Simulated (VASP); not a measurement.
## Os3N2: single point with PBE

Crystal: Os3N2.

```xyz
5
Lattice="3.3975 0.0000 0.0000 -1.6987 2.9423 0.0000 0.0000 0.0000 5.2859" Properties=species:S:1:pos:R:3 pbc="T T T"
Os    0.0000    0.0000    0.0000
Os    0.0000    1.9615    3.4094
Os    1.6987    0.9808    1.8765
N     0.0000    1.9615    1.2951
N     1.6987    0.9808    3.9909
```

* Program: VASP 6.6.1
* Task: single point
* Functional: PBE
* Potentials or basis: VASP PAW PBE potentials, release 64 (Os, N)
* Cutoff: 520 eV
* k mesh: 6 × 6 × 4
* Occupations: gaussian, width 0.1 eV
* Spin: collinear spin
* Starting moments: [1.0, 1.0, 1.0, 0.0, 0.0] μB

```yaml
Pressure: 48.8 GPa
Largest_force: 4.397 eV/Å
Band_gap_on_the_k_mesh: zero (filled and empty bands overlap)
Net_moment: 0.00 μB per cell
Valence_electrons_inside_the_program's_atomic_spheres: Os 7.25, 7.88 (each value once); N 3.64
```

Forces in eV/Å, atoms in the order of the input:
```
Os   0.000  0.000  0.000
Os   0.000  0.000  4.397
Os   0.000  0.000 -4.397
N    0.000  0.000 -1.089
N    0.000  0.000  1.089
```

Stress tensor (GPa, compression positive):
```
46.99  0.00  0.00
 0.00 46.99  0.00
 0.00  0.00 52.34
```

Levels at points of the mesh, in eV from the Fermi level:
Spin up:
```csv
k point,band 15,band 16,band 17,band 18,band 19,band 20
"(0.00, 0.00, 0.00)",-0.37,-0.37,-0.31,-0.31,0.21,1.08
"(0.50, 0.00, 0.00)",-1.41,-0.95,-0.74,-0.57,0.57,0.84
"(0.00, 0.00, 0.50)",-1.97,-1.97,0.40,1.28,2.61,2.61
"(0.50, 0.00, 0.50)",-0.51,-0.45,-0.38,0.32,1.23,1.24
```
Spin down:
```tsv
k point	band 15	band 16	band 17	band 18	band 19	band 20
(0.00, 0.00, 0.00)	-0.37	-0.37	-0.31	-0.31	0.21	1.08
(0.50, 0.00, 0.00)	-1.41	-0.95	-0.74	-0.57	0.57	0.84
(0.00, 0.00, 0.50)	-1.97	-1.97	0.40	1.28	2.61	2.61
(0.50, 0.00, 0.50)	-0.51	-0.45	-0.38	0.32	1.23	1.24
```

Run time: 65 s on 1 thread of Oxide Virtual Turin-like Processor, on a shared host, peak memory 0.2 GiB.

Caveat: the stress differs along the axes, from 47 to 52 GPa; spin-orbit coupling is left out, which moves the levels of the heavy elements; forces of over 1 eV/Å act on the atoms, so gaps and moduli don't describe the material at rest.
